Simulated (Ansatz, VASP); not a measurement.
Two plane-wave programs on HgTe

```
CELL_PARAMETERS angstrom
0.00000 3.13227 3.28916
3.13227 0.00000 3.28916
3.13227 3.13227 0.00000
ATOMIC_POSITIONS crystal
Hg 0.00000 0.00000 0.00000
Te 0.25000 0.25000 0.25000
```

Change from the starting cell: biaxial_xy strain -4.8%.

Alike in both runs: task single point; functional HSE06; k mesh 4 × 4 × 4; occupations fermi-dirac, width 0.02 eV; no spin polarisation.

```csv
,VASP,Ansatz
version,VASP 6.6.1,Ansatz 0.2.0
potentials or method,"VASP PAW PBE potentials, release 64 (Hg, Te)","plane waves, PAW"
plane-wave cutoff (eV),520,420
valence electrons in the cell,18,36
```

```tsv
	VASP	Ansatz	Ansatz less VASP
pressure (GPa)	5.1	4.9	-0.14
traceless stress, the component that is largest in VASP (GPa)	-0.42	-0.54	-0.116
```

VASP's potentials hold 18 valence electrons a cell and Ansatz's 36, so a difference there can come from the potentials and not from the codes. Ansatz's warnings: stress exchange threshold loose, stress scf threshold loose.

The k mesh is coarse, so the values compare programs but aren't converged. Neither program's run includes spin-orbit coupling.
